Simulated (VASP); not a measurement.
Write the native input for VASP 6.6.1 that does the following.

```yaml
Task: single point
Functional: PBE
Potentials_or_basis: VASP PAW PBE potentials, release 64 (Hf_pv)
Cutoff: 520 eV
k_mesh: 8 × 8 × 11
Occupations: fermi-dirac, width 0.08 eV
Spin: no spin polarisation
Dipole_correction: no
Further_INCAR_settings: ALGO = Normal; EDIFF = 1e-06; NBANDS = 22
```

The structure of Hf lies in POSCAR:

```
Hf
1.0
    4.4364827643      0.0000000000      0.0000000000
   -2.2182413822      3.8421067773      0.0000000000
    0.0000000000      0.0000000000      2.7516335759
Hf
3
Direct
    0.0000000000      0.0000000000      0.0000000000
    0.3333333333      0.6666666667      0.5000000000
    0.6666666667      0.3333333333      0.5000000000
```

This isn't the form of Hf at room conditions, which is hcp.

The input as run:

INCAR

```
SYSTEM = Hf
ALGO     = Normal         ! electronic algorithm
EDIFF    = 1E-6           ! SCF threshold, eV
ENCUT    = 520            ! plane-wave cutoff, eV
GGA      = PE             ! functional
ISIF     = 2              ! what is computed and relaxed
ISMEAR   = -1             ! smearing method
LASPH    = .TRUE.         ! aspherical terms in the spheres
LCHARG   = .FALSE.        ! write CHGCAR
LREAL    = .FALSE.        ! projectors in reciprocal space
LWAVE    = .FALSE.        ! write WAVECAR
NBANDS   = 22             ! bands
NELM     = 60             ! most SCF steps
PREC     = Accurate       ! precision mode
SIGMA    = 0.08           ! smearing width, eV
```

KPOINTS

```
k-points
0
G
  8 8 11
  0 0 0
```

Potentials or basis: VASP PAW PBE potentials, release 64 (Hf_pv).

Run with:

```console
$ cat potpaw_PBE.64/Hf_pv/POTCAR > POTCAR
$ mpirun -np 1 vasp_std > vasp.out
```

Results of the run:

| Property | Result |
| --- | --- |
| Pressure | 70.9 GPa |
| Band gap on the k mesh | zero (bands 15 and 16 overlap by 1.20 eV) |

Caveat: the cell stands under pressure; spin-orbit coupling is left out, which moves the levels of the heavy elements.

It took 55 s on 1 thread of Intel Xeon 8259CL (shared host), peak memory 0.19 GiB.
